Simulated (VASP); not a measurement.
A run of VASP 6.6.1 is set up as follows.

File INCAR:

```
SYSTEM = TiO2
ALGO = Normal
EDIFF = 1E-8
ENCUT = 520
GGA = CA
ISIF = 2
ISMEAR = -1
LASPH = .TRUE.
LCHARG = .FALSE.
LEFG = .TRUE.
LREAL = .FALSE.
LWAVE = .FALSE.
NBANDS = 33
NELM = 60
PREC = Accurate
SIGMA = 0.08
```

Contents of KPOINTS:

```
k-points
0
G
  13 13 13
  0 0 0
```

POSCAR

```
TiO2
1.0
   -1.8861705213      1.8861705213      4.7410901822
    1.8861705213     -1.8861705213      4.7410901822
    1.8861705213      1.8861705213     -4.7410901822
Ti O
2 4
Direct
    0.0000000000      0.0000000000      0.0000000000
    0.7500000000      0.2500000000      0.5000000000
    0.2066000000      0.2066000000      0.0000000000
    0.9566000000      0.4566000000      0.5000000000
    0.5434000000      0.0434000000      0.5000000000
    0.7934000000      0.7934000000      0.0000000000
```

Potentials or basis: VASP PAW LDA potentials, release 64 (Ti_sv, O).

Run with:

```bash
$ cat potpaw_LDA.64/Ti_sv/POTCAR potpaw_LDA.64/O/POTCAR > POTCAR
$ mpirun -np 1 vasp_std > vasp.out
```

Estimate the largest force.

0.208 eV/Å.

Estimate the pressure.

-2.6 GPa.

Electric field gradients, principal values (V/Å²):
```csv
atom,least,middle,greatest (by size)
1 Ti,0.342,0.346,-0.688
2 Ti,0.342,0.346,-0.688
3 O,-3.393,-9.559,12.952
4 O,-3.393,-9.559,12.952
5 O,-3.393,-9.559,12.952
6 O,-3.393,-9.559,12.952
```

Caveat: without QUAD_EFG the Cq values of the log hold for a quadrupole moment of 1 mb, not for the nuclei.
